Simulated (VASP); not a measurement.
# H8C3S2 in VASP: notebook, part 2 of 2

VASP 6.6.1.

**3. Single point, PBE+D3(BJ)**

Input file INCAR:

```
SYSTEM = H8C3S2
  ALGO = Normal
  EDIFF = 1E-6
  ENCUT = 520
  GGA = PE
  ISIF = 2
  ISMEAR = -1
  IVDW = 12
  LASPH = .True.
  LCHARG = .False.
  LREAL = Auto
  LWAVE = .False.
  NBANDS = 73
  NELM = 100
  PREC = Accurate
  SIGMA = 0.05
```

Input file KPOINTS:

```
k-points
0
Gamma
  1 1 1
  0 0 0
```

Input file POSCAR:

```
H8C3S2
1.0
    8.4818530000      0.0000000000      0.0000000000
    0.0000000000      8.4818530000      0.0000000000
    0.0000000000      0.0000000000      8.4818530000
S C H
6 9 24
Direct
   -0.1186651077      0.5182947641      0.0262678450
    0.1647753150      0.2947587043     -0.0295690105
    0.3399257214      1.0033656561      0.6497872576
    0.0290384660      0.8173214037      0.7424556875
    0.5661970327      0.3031648863      0.9827097923
    0.5393514837      0.6423950050      0.8566995915
    0.0318562465      0.4125631510      0.0008252914
    0.1885672859      0.8962428375      0.6869253688
    0.5300964306      0.4678223025      0.9077261773
    0.4042984475      0.8582440653      0.1011689309
    0.7688885907      0.2649067368      0.5353193459
    0.0660704683      0.6598558122      0.3745879586
    0.8918452135      1.0146249882      0.1863036296
    0.4199082441      0.2857866082      0.3747294371
    0.6314186299      0.6771044016      0.3930980648
    0.5052315809      0.9182545371      0.0707038898
    0.3602160990      0.9384859653      0.1979048682
    0.4114313228      0.7308426590      0.0963822410
    0.3260018772      0.9052503032      0.0075573109
    0.6601387692      0.1962778652      0.5481585215
    0.8157533501      0.2890170344      0.6493628220
    0.7278716101      0.3794100181      0.5024727498
    0.8541765579      0.2147408119      0.4542757343
    0.1931535479      0.6832233475      0.3877100912
    0.0372560100      0.7483859954      0.2899838042
   -0.0184629467      0.6744163097      0.4783152927
    0.0556482174      0.5418980970      0.3329225347
    0.9101431020      0.8926469251      0.1664023180
    1.0169475939      1.0460803789      0.1405589085
    0.8755751839      1.0290086376      0.3063835226
    0.7850525115      1.0528831377      0.1097048015
    0.4746014815      0.2102842386      0.2856922892
    0.4096392616      0.3938997764      0.2976118544
    0.4918029115      0.3149429730      0.4984641917
    0.3005239539      0.2471983422      0.4042630779
    0.5903073302      0.5817360900      0.3258014493
    0.7195951168      0.6446704511      0.4784214015
    0.5184951920      0.7108352385      0.4526133617
    0.6532652712      0.7769646562      0.3074799811
```

Potentials or basis: VASP PAW PBE potentials, release 64 (S, C, H).

Started as:

```console
$ cat potpaw_PBE.64/S/POTCAR potpaw_PBE.64/C/POTCAR potpaw_PBE.64/H/POTCAR > POTCAR
$ mpirun -np 1 vasp_gam > vasp.out
```

It used 230 s of CPU time on 1 thread of AMD EPYC 7R13 Processor (Zen 3), with other jobs on the host.

The run converged. Its results:

```
Free energy                : -193.2267 eV
Pressure                   : 0.1 GPa
Largest force              : 3.764 eV/Å
Band gap on the k mesh     : 3.19 eV
Dispersion energy per atom : -0.052 eV
```

Forces on the atoms (eV/Å):
```
S    0.988 -0.335 -0.104
S    1.162 -0.766 -0.230
S   -1.451 -1.422  0.212
S    1.251  0.429 -0.309
S   -0.472  0.007 -0.385
S   -0.360  0.109 -0.883
C   -1.917  1.044  0.211
C    0.167  1.145  0.456
C    0.888 -0.405  0.581
C   -2.894  2.100  0.139
C   -0.629 -0.129  0.297
C   -0.045  0.523  1.276
C    0.873  0.334 -3.646
C    0.607  1.958  1.203
C   -1.726  2.232 -0.187
H    2.823  0.566 -0.627
H    0.147 -1.659  0.314
H   -0.233  0.088  0.867
H   -0.151 -0.760 -0.190
H    0.502 -0.450 -0.028
H    0.768 -0.345  1.080
H   -0.051  0.820 -0.915
H    0.058  0.002 -0.087
H   -0.182 -0.133  1.028
H   -0.727  0.246 -0.930
H    1.464 -0.053 -0.832
H   -0.283 -0.843 -0.668
H   -0.616 -1.668 -0.113
H   -1.787  0.803  0.607
H   -0.249  0.627  2.038
H    1.692 -0.133  0.978
H    0.411 -0.737  0.754
H   -0.132 -0.229  1.077
H   -1.613 -0.710 -3.141
H   -0.014 -0.126 -0.068
H    0.045 -1.596 -0.985
H    0.508  0.143  0.072
H    0.695  0.092  0.186
H    0.484 -0.770  0.951
```

Stress tensor (GPa, compression positive):
```
-1.01 -0.37  0.42
-0.37  1.08  0.46
 0.42  0.46  0.28
```

Levels at points of the mesh, in eV from the valence-band top:
```csv
k point,band 44,band 45,band 46,band 47,band 48,band 49,band 50,band 51,band 52,band 53
"(0.00, 0.00, 0.00)",-0.39,-0.33,-0.26,-0.14,0.00,3.19,3.31,3.44,3.54,3.84
```

Caveat: the k points lie up to 0.74 Å⁻¹ apart.

**4. Single point, PBE+D3(BJ)**

Input file INCAR:

```
SYSTEM = H8C3S2
PREC = Accurate ; ENCUT = 520
EDIFF = 1E-7 ; ISMEAR = -1
SIGMA = 0.05 ; LREAL = Auto
LASPH = .True. ; NELM = 80
ALGO = Normal ; ISIF = 2
LWAVE = .False. ; LCHARG = .False.
GGA = PE ; IVDW = 12
NBANDS = 73
```

Input file KPOINTS:

```
regular mesh
0
Gamma
  1 1 1
  0 0 0
```

Input file POSCAR:

```
H8C3S2
1.0
    8.4818530000      0.0000000000      0.0000000000
    0.0000000000      8.4818530000      0.0000000000
    0.0000000000      0.0000000000      8.4818530000
S C H
6 9 24
Direct
   -0.1366328796      0.4461171397      0.0195711951
    0.1695855847      0.2741028405     -0.0825998753
    0.3250822668      1.0035189245      0.6034176730
    0.0535496194      0.8116976326      0.7491169677
    0.5169271384      0.3629631402      0.9780645809
    0.5566236529      0.6858171204      0.8109902400
    0.0294393218      0.3749180751     -0.0276236808
    0.1995554509      0.8831089150      0.6617657722
    0.5319592311      0.5213719219      0.8951817486
    0.2963621275      0.8195261106      0.1334967725
    0.8571593967      0.2236539586      0.5861690836
    0.1568760977      0.5749804907      0.3838783813
    0.8767188019      1.0159454544      0.1957119512
    0.4262629876      0.2815422526      0.4285620135
    0.6367358642      0.6755363480      0.4167603471
    0.3971655722      0.8977519417      0.0904519331
    0.2593537049      0.8658131661      0.2493676794
    0.3077039887      0.6911461446      0.1348290285
    0.2185725218      0.8866222982      0.0475839419
    0.7293689245      0.2165446631      0.5710190922
    0.8655419989      0.3360468520      0.5162315357
    0.9072192126      0.1291345181      0.5091929794
    0.9163092074      0.2530343311      0.7009081624
    0.2799270395      0.5432421430      0.3843853460
    0.1408654453      0.7067795209      0.4038150626
    0.0977262869      0.5123762461      0.4734696534
    0.1171324238      0.5766310734      0.2527277943
    0.8826019503      0.9491675934      0.3128915344
    0.8901710511      0.9066650884      0.1083489657
    0.9714150905      1.1001605427      0.1914911753
    0.7575703092      1.0627748441      0.1695620049
    0.4989947362      0.1771900551      0.4471428590
    0.4817697265      0.3532718617      0.3181026599
    0.4050294199      0.3507252484      0.5419924160
    0.3263437836      0.2293484690      0.3688934482
    0.5354844042      0.5938325033      0.3874860835
    0.6608343719      0.6864066142      0.5371939363
    0.5830093966      0.7874812261      0.3706855094
    0.7353463919      0.6479834065      0.3522579323
```

Started as:

```console
$ cat potpaw_PBE.64/S/POTCAR potpaw_PBE.64/C/POTCAR potpaw_PBE.64/H/POTCAR > POTCAR
$ mpirun -np 1 vasp_gam > vasp.out
```

It used 150 s of CPU time on 1 thread of AMD EPYC 7R13 Processor (Zen 3), with other jobs on the host.

The run converged. Its results:

| Property | Result |
| --- | --- |
| Free energy | -193.2540 eV |
| Pressure | -0.6 GPa |
| Largest force | 4.338 eV/Å |
| Band gap on the k mesh | 3.28 eV |
| Dispersion energy per atom | -0.052 eV |

Forces in eV/Å, atoms in the order of the input:
```
S    1.564  0.166 -0.125
S    0.871 -0.312 -0.318
S    0.305 -0.715 -0.256
S    0.325 -0.500 -0.396
S   -0.279 -1.720  0.846
S   -0.328 -1.101  0.780
C   -2.199  0.265  0.506
C   -0.949  0.817  1.024
C    0.409  2.737 -1.437
C    0.107  3.334 -0.856
C    0.298  1.404 -1.556
C   -0.080  2.839 -2.629
C   -0.676 -3.579 -0.214
C    1.216  1.312 -1.898
C   -3.981  0.919 -1.457
H    0.247 -1.500  0.965
H    0.263 -0.250 -0.122
H    0.067  0.367 -0.607
H   -0.512 -1.705  0.468
H   -0.268 -0.558  1.226
H    0.665 -0.429  0.134
H    0.136  0.457  0.865
H   -0.854 -0.855 -0.650
H    0.499  0.133  0.071
H    0.463 -1.153  0.401
H   -1.142 -0.939  0.456
H   -0.038 -1.030  1.823
H   -0.370  1.000 -0.897
H    0.205  2.031  1.002
H    0.331  0.358 -0.351
H    0.489  0.129  0.434
H    0.627  0.243  0.207
H   -0.633 -0.904  2.478
H    0.093 -0.647 -1.470
H   -1.053  0.198  0.370
H    1.096  0.157  0.658
H    0.218 -0.062  1.571
H    0.713 -0.245  0.373
H    2.152 -0.664 -1.423
```

Stress tensor (GPa, compression positive):
```
 1.10  0.52 -0.74
 0.52 -1.53 -0.14
-0.74 -0.14 -1.41
```

Levels at points of the mesh, in eV from the valence-band top:
```
           k point  band 44  band 45  band 46  band 47  band 48  band 49  band 50  band 51  band 52  band 53
(0.00, 0.00, 0.00)    -0.33    -0.13    -0.11    -0.07     0.00     3.28     3.45     3.59     3.78     3.88
```

Caveat: the k points lie up to 0.74 Å⁻¹ apart.
